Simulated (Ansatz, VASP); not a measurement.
**One calculation of BaTiO3, two programs**

```xyz
5
Lattice="4.0082 0.0000 0.0000 0.0000 2.9882 2.8859 0.0000 -2.9882 2.8859" Properties=species:S:1:pos:R:3 pbc="T T T"
Ba    0.0000    0.0000    0.0466
Ti    2.0041    0.0000    2.9997
O     0.0000    0.0000    2.8376
O     2.0041   -1.4618    4.2619
O     2.0041    1.4618    4.2619
```

Change from the starting cell: strain +0.0400 x Voigt [0, 1, 0, 0, 0, 0], atoms carried along.

Alike in both runs: task single point; functional PBE; k mesh 6 × 6 × 6; occupations gaussian, width 0.05 eV; no spin polarisation; Hubbard terms Ti d U = 4.0 eV.

|  | VASP | Ansatz |
| --- | --- | --- |
| version | VASP 6.6.1 | Ansatz 0.2.0 |
| potentials or method | VASP PAW PBE potentials, release 64 (Ba_sv, Ti_sv, O), cutoff 520 eV | scalar-relativistic, plane waves, PAW |
| valence electrons in the cell | 40 | 40 |

|  | VASP | Ansatz | Ansatz less VASP |
| --- | --- | --- | --- |
| gap on the k mesh at the Fermi level (eV) | 2.39 | 2.39 | +0.004 |
| least direct gap on the mesh (eV) | 2.85 | 2.84 | -0.011 |
| pressure (GPa) | -2.6 | -5.6 | -2.97 |
| traceless stress, the component that is largest in VASP (GPa) | -5.10 | -5.15 | -0.046 |
| rms of the force components (eV/Å) | 0.049 | 0.177 | +0.1280 |

The programs project onto different local orbitals, so the same U acts differently, and such runs can settle in different states. Atom by atom the forces differ by 0.187 eV/Å (rms over components).

Neither program's run includes spin-orbit coupling.
